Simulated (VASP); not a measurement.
Input of a VASP 6.6.1 run:

File POSCAR:

```
W
1.0
   -1.6172662500      1.5773337500      1.5973000000
    1.6172662500     -1.5773337500      1.5973000000
    1.6172662500      1.5773337500     -1.5973000000
W
1
Direct
    0.0000000000      0.0000000000      0.0000000000
```

The input INCAR.step1:

```
SYSTEM = W
PREC = Accurate ; ENCUT = 520
ISMEAR = 0 ; SIGMA = 0.15
LREAL = .FALSE. ; LASPH = .TRUE.
NELM = 60 ; NBANDS = 13
GGA = PE ; ALGO = Normal
EDIFF = 1E-4 ; LWAVE = .TRUE.
LCHARG = .FALSE.
```

File INCAR.step2:

```
SYSTEM = W
PREC = Accurate ; ENCUT = 520
EDIFF = 1E-6 ; ISMEAR = 0
SIGMA = 0.15 ; LREAL = .FALSE.
LASPH = .TRUE. ; NELM = 60
ALGO = Normal ; ISIF = 2
LWAVE = .FALSE. ; LCHARG = .FALSE.
METAGGA = R2SCAN ; LMIXTAU = .TRUE.
NBANDS = 13 ; ISTART = 1
```

KPOINTS

```
Automatic mesh
0
G
  20 20 20
  0 0 0
```

Potentials or basis: VASP PAW PBE potentials, release 64 (W_sv).

The run is started by

```console
$ cat potpaw_PBE.64/W_sv/POTCAR > POTCAR
$ cp INCAR.step1 INCAR
$ mpirun -np 1 vasp_std > vasp.out
$ cp INCAR.step2 INCAR
$ mpirun -np 1 vasp_std > vasp.out
```

(1) Estimate the pressure.

(2) Predict the band gap on the k mesh.

Answers

(1) -6.2 GPa.

(2) zero (bands 7 and 8 overlap by 6.19 eV).

Caveat: the cell differs from its parent crystal (strain +0.0125 x Voigt [1, -1, 0, 0, 0, 0]); the cell stands under tension; the PAW data sets were made with another functional, which shifts forces and pressure a little; spin-orbit coupling is left out, which moves the levels of the heavy elements.
